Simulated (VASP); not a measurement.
# La (Im-3m) in VASP: single point with PBE

Aim: the single point of La with PBE.

All numbers are computed with VASP 6.6.1; they aren't measurements. Logs are shortened: lines on timing, memory, paths and dates and some standing lists are left out, and cuts for length are marked.

## (1) The cell of the first run

Symmetry: Im-3m, No. 229, cubic system. Conventional cell: a = 4.235 Å, b = 4.235 Å, c = 4.235 Å, α = 90.00°, β = 90.00°, γ = 90.00°. Within 4.8 Å of La (site symmetry m-3m) lie 14 La at 3.67 to 4.23 Å.

This isn't the form of La at room conditions, which is double hcp.

## (2) Single point, PBE

Contents of INCAR:

```
SYSTEM = La
PREC = Accurate ; ENCUT = 520
EDIFF = 1E-7 ; ISMEAR = -1
SIGMA = 0.1 ; LREAL = .False.
LASPH = .True. ; NELM = 100
ALGO = Normal ; ISIF = 2
LWAVE = .False. ; LCHARG = .False.
GGA = PE ; NBANDS = 12
```

Contents of KPOINTS:

```
Automatic mesh
0
Gamma
  6 6 6
  0 0 0
```

Contents of POSCAR:

```
La
1.0
   -2.1174800197      2.1174800197      2.1174800197
    2.1174800197     -2.1174800197      2.1174800197
    2.1174800197      2.1174800197     -2.1174800197
La
1
Direct
    0.0000000000      0.0000000000      0.0000000000
```

Potentials or basis: VASP PAW PBE potentials, release 64 (La).

Command:

```bash
$ cat potpaw_PBE.64/La/POTCAR > POTCAR
$ mpirun -np 1 vasp_std > vasp.out
```

OUTCAR:

```text
SYSTEM = La
   PREC = Accurate
   ENCUT = 520
   EDIFF = 1E-7
   ISMEAR = -1
   LREAL = .False.
   LASPH = .True.
   NELM = 100
   ISIF = 2
   GGA = PE

 ion  position               nearest neighbor table
   1  0.000  0.000  0.000-

  LATTYP: Found a body centered cubic cell.
 ALAT       =     4.2349600394

  Lattice vectors:

 A1 = (  -2.1174800197,   2.1174800197,   2.1174800197)
 A2 = (   2.1174800197,  -2.1174800197,   2.1174800197)
 A3 = (   2.1174800197,   2.1174800197,  -2.1174800197)

Analysis of symmetry for initial positions (statically):
=====================================================================
 Subroutine PRICEL returns:
 Original cell was already a primitive cell.

 Routine SETGRP: Setting up the symmetry group for a
 body centered cubic supercell.

 Subroutine GETGRP returns: Found 48 space group operations
 (whereof 48 operations were pure point group operations)
 out of a pool of 48 trial point group operations.

The static configuration has the point symmetry O_h .

Analysis of symmetry for dynamics (positions and initial velocities):
=====================================================================
 Subroutine PRICEL returns:
 Original cell was already a primitive cell.

 Routine SETGRP: Setting up the symmetry group for a
 body centered cubic supercell.

 Subroutine GETGRP returns: Found 48 space group operations
 (whereof 48 operations were pure point group operations)
 out of a pool of 48 trial point group operations.

The dynamic configuration has the point symmetry O_h .

 Subroutine INISYM returns: Found 48 space group operations
 (whereof 48 operations are pure point group operations),
 and found     1 'primitive' translations

----------------------------------------------------------------------------------------

                                     Primitive cell

  volume of cell :      37.9768

  direct lattice vectors                    reciprocal lattice vectors
    -2.117480020  2.117480020  2.117480020     0.000000000  0.236129737  0.236129737
     2.117480020 -2.117480020  2.117480020     0.236129737  0.000000000  0.236129737
     2.117480020  2.117480020 -2.117480020     0.236129737  0.236129737  0.000000000

  length of vectors
     3.667582978  3.667582978  3.667582978     0.333937876  0.333937876  0.333937876

  position of ions in fractional coordinates (direct lattice)
     0.000000000  0.000000000  0.000000000

  ion indices of the primitive-cell ions
   primitive index   ion index
                 1           1

----------------------------------------------------------------------------------------

 KPOINTS: Automatic mesh

Automatic generation of k-mesh.
 Grid dimensions read from file:
 generate k-points for:    6    6    6

 Generating k-lattice:

  Cartesian coordinates                     Fractional coordinates (reciprocal lattice)
     0.000000000  0.039354956  0.039354956     0.166666667  0.000000000  0.000000000
     0.039354956  0.000000000  0.039354956     0.000000000  0.166666667  0.000000000
     0.039354956  0.039354956  0.000000000     0.000000000  0.000000000  0.166666667

  Length of vectors
     0.055656313  0.055656313  0.055656313

  Shift w.r.t. Gamma in fractional coordinates (k-lattice)
     0.000000000  0.000000000  0.000000000

 Subroutine IBZKPT returns following result:
 ===========================================

 Found     16 irreducible k-points:

 Following reciprocal coordinates:
            Coordinates               Weight
  0.000000  0.000000  0.000000      1.000000
  0.166667  0.000000  0.000000     12.000000
  0.333333  0.000000  0.000000     12.000000
  0.500000  0.000000  0.000000      6.000000
  0.166667  0.166667  0.000000     24.000000
  0.333333  0.166667 -0.000000     48.000000
[... 8 lines left out ...]
  0.500000  0.500000  0.333333     12.000000
  0.500000  0.500000  0.500000      1.000000
   k-points           NKPTS =     16   k-points in BZ     NKDIM =     16   number of bands    NBANDS=     12
   number of dos      NEDOS =    301   number of ions     NIONS =      1
   total plane-waves  NPLWV =  21952
   dimension x,y,z NGX =    28 NGY =   28 NGZ =   28
   dimension x,y,z NGXF=    56 NGYF=   56 NGZF=   56
   ions per type =               1
   NGX,Y,Z   is equivalent  to a cutoff of  12.69, 12.69, 12.69 a.u.
   NGXF,Y,Z  is equivalent  to a cutoff of  25.38, 25.38, 25.38 a.u.
 SYSTEM =  La
   PREC   = accura    normal or accurate (medium, high low for compatibility)
   ISTART =      0    job   : 0-new  1-cont  2-samecut
   ICHARG =      2    charge: 1-file 2-atom 10-const
   ISPIN  =      1    spin polarized calculation?
   LNONCOLLINEAR =      F non collinear calculations
   LSORBIT =      F    spin-orbit coupling
   LASPH  =      T    aspherical Exc in radial PAW
   ENCUT  =  520.0 eV  38.22 Ry    6.18 a.u.   6.82  6.82  6.82*2*pi/ulx,y,z
   NELM   =    100;   NELMIN=  2; NELMDL= -5     # of ELM steps
   EDIFF  = 0.1E-06   stopping-criterion for ELM
   LREAL  =      F    real-space projection
   EDIFFG = 0.1E-05   stopping-criterion for IOM
   NSW    =      0    number of steps for IOM
   IBRION =     -1    ionic relax: 0-MD 1-quasi-New 2-CG
   NFREE  =      0    steps in history (QN), initial steepest desc. (CG)
   ISIF   =      2    stress and relaxation
   ISYM   =      2    0-nonsym 1-usesym 2-fastsym
   POTIM  = 0.5000    time-step for ionic-motion
   TEBEG  =    0.0;   TEEND  =   0.0 temperature during run
   PSTRESS=    0.0 pullay stress
   NELECT =      11.0000    total number of electrons
   NUPDOWN=      -1.0000    fix difference up-down
   EMIN   =  10.00;   EMAX   =-10.00  energy-range for DOS
   EFERMI =   0.00;   METHOD = LEGACY
   ISMEAR =    -1;   SIGMA  =   0.10  broadening in eV -4-tet -1-fermi 0-gaus
   EFERMI_NEDOS =   21; number of points for ismear=-14 and -15
   IALGO  =     38    algorithm
   IMIX   =      4    mixing-type and parameters
     AMIX     =   0.40;   BMIX     =  1.00
     AMIX_MAG =   1.60;   BMIX_MAG =  1.00
  volume/ion in A,a.u.               =      37.98       256.28
  Fermi-wavevector in a.u.,A,eV,Ry     =   1.083178  2.046909 15.963363  1.173274
  Thomas-Fermi vector in A             =   2.219237
   LORBIT       =      0    0 simple, 1 ext, 2 COOP (PROOUT), +10 PAW based schemes
   GGA     = PE    functional components
   LHFCALC =     F    Hartree Fock is set to
   AEXX    =    0.0000 exact exchange contribution
   IVDW    =     0    specifies the selected vdW correction
   LEPSILON=     F    determine dielectric tensor
   LRPA    =     F    only Hartree local field effects (RPA)
 non-spin polarized calculation
  energy-cutoff  :      520.00
  volume of cell :       37.98
 maximum number of plane-waves:      1055
   NGX = 13   NGY = 13   NGZ = 13

 number of electron      10.9999999 magnetization

 Free energy of the ion-electron system (eV)
  ---------------------------------------------------
  ext. energy  EPLUGINS =         0.00000000
  ---------------------------------------------------
  free energy    TOTEN  =        -4.79142560 eV

  energy without entropy =       -4.69860232  energy(sigma->0) =       -4.74501396

 E-fermi :   7.6448     XC(G=0):  -9.4726

 val. band max:        7.6122476013   @ k =   0.3333   0.1667  -0.0000
 cond. band min:       7.6878258961   @ k =  -0.3333   0.3333   0.1667
 fundamental gap:      0.0755782948
 Fermi energy:         7.6448348316

 k-point     1 :       0.0000    0.0000    0.0000
  band No.  band energies     occupation
      1     -25.2682      2.00000
      2      -8.2961      2.00000
      3      -8.2961      2.00000
      4      -8.2961      2.00000
      5       4.4581      2.00000
      6       9.1164      0.00000
      7       9.1164      0.00000
      8       9.1164      0.00000
      9       9.1424      0.00000
     10       9.1424      0.00000
     11       9.1424      0.00000
     12       9.8478      0.00000

 k-point     2 :       0.1667    0.0000    0.0000
  band No.  band energies     occupation
      1     -25.2213      2.00000
      2      -8.6500      2.00000
      3      -8.4014      2.00000
      4      -8.3004      2.00000
      5       5.2211      2.00000
      6       8.4122      0.00093
      7       8.4173      0.00088
      8       9.1197      0.00000
      9       9.3163      0.00000
     10       9.5007      0.00000
     11       9.5429      0.00000
     12       9.7877      0.00000

 k-point     3 :       0.3333    0.0000    0.0000
  band No.  band energies     occupation
      1     -25.1257      2.00000
      2      -9.2900      2.00000
      3      -8.6029      2.00000
      4      -8.3093      2.00000
      5       6.0189      2.00000
      6       7.7409      0.55331
      7       8.6133      0.00012
      8       9.1222      0.00000
      9       9.4392      0.00000
     10       9.5605      0.00000
     11       9.6968      0.00000
     12       9.7769      0.00000
[... 166 lines left out ...]
 k-point    15 :       0.5000    0.5000    0.3333
  band No.  band energies     occupation
      1     -24.9767      2.00000
      2      -9.2772      2.00000
      3      -9.0568      2.00000
      4      -8.9690      2.00000
      5       6.2506      2.00000
      6       6.5038      1.99998
      7       9.1250      0.00000
      8       9.1492      0.00000
      9       9.3863      0.00000
     10       9.4855      0.00000
     11       9.8631      0.00000
     12       9.8897      0.00000

 k-point    16 :       0.5000    0.5000    0.5000
  band No.  band energies     occupation
      1     -24.9428      2.00000
      2      -9.1679      2.00000
      3      -9.1679      2.00000
      4      -9.1679      2.00000
      5       5.8313      2.00000
      6       5.8313      2.00000
      7       9.2802      0.00000
      8       9.4283      0.00000
      9       9.4283      0.00000
     10       9.4283      0.00000
     11       9.9114      0.00000
     12       9.9114      0.00000

------------------------ aborting loop because EDIFF is reached ----------------------------------------

  FORCE on cell =-STRESS in cart. coord.  units (eV):
  Direction    XX          YY          ZZ          XY          YZ          ZX
  --------------------------------------------------------------------------------------
  -------------------------------------------------------------------------------------
  Total        0.1469361      0.1469361      0.1469361     -0.0000000     -0.0000000      0.0000000
  in kB        6.1989915      6.1989915      6.1989915     -0.0000000     -0.0000000      0.0000000
  external PRESSURE =       6.1989915 kB  Pullay stress =       0.0000000 kB

 VOLUME and BASIS-vectors are now :
 -----------------------------------------------------------------------------
  energy-cutoff  :      520.00
  volume of cell :       37.98
      direct lattice vectors                 reciprocal lattice vectors
    -2.117480020  2.117480020  2.117480020     0.000000000  0.236129737  0.236129737
     2.117480020 -2.117480020  2.117480020     0.236129737  0.000000000  0.236129737
     2.117480020  2.117480020 -2.117480020     0.236129737  0.236129737  0.000000000

 POSITION                                       TOTAL-FORCE (eV/Angst)
 -----------------------------------------------------------------------------------
      0.00000      0.00000      0.00000         0.000000     -0.000000      0.000000
 -----------------------------------------------------------------------------------
    total drift:                               -0.000000      0.000000      0.000000

  FREE ENERGIE OF THE ION-ELECTRON SYSTEM (eV)
  ---------------------------------------------------
  free  energy   TOTEN  =        -4.7914256023 eV

  energy  without entropy=       -4.6986023197  energy(sigma->0) =       -4.74501396
```

Run time: 17 s. Hardware: 1 thread of Intel Xeon Platinum 8259CL at 2.50GHz (Skylake/Cascade Lake), shared host; peak memory 0.16 GiB.

What came out:

- Free energy: -4.7914 eV
- Pressure: 0.6 GPa
- Band gap on the k mesh: zero (an odd number of electrons rules out a gap without spin polarisation)

Levels at points of the mesh, in eV from the Fermi level:
```
           k point  band 1  band 2  band 3  band 4  band 5  band 6  band 7  band 8  band 9  band 10
(0.00, 0.00, 0.00)  -32.91  -15.94  -15.94  -15.94   -3.19    1.47    1.47    1.47    1.50     1.50
(0.50, 0.00, 0.00)  -32.72  -17.23  -16.34  -15.96   -1.77   -0.17    1.50    1.56    1.82     2.08
(0.50, 0.50, 0.50)  -32.59  -16.81  -16.81  -16.81   -1.81   -1.81    1.64    1.78    1.78     1.78
```

Caveat: spin-orbit coupling is left out, which moves the levels of the heavy elements.

The gap in the log of VASP goes by the Fermi energy; the results here count the filled bands.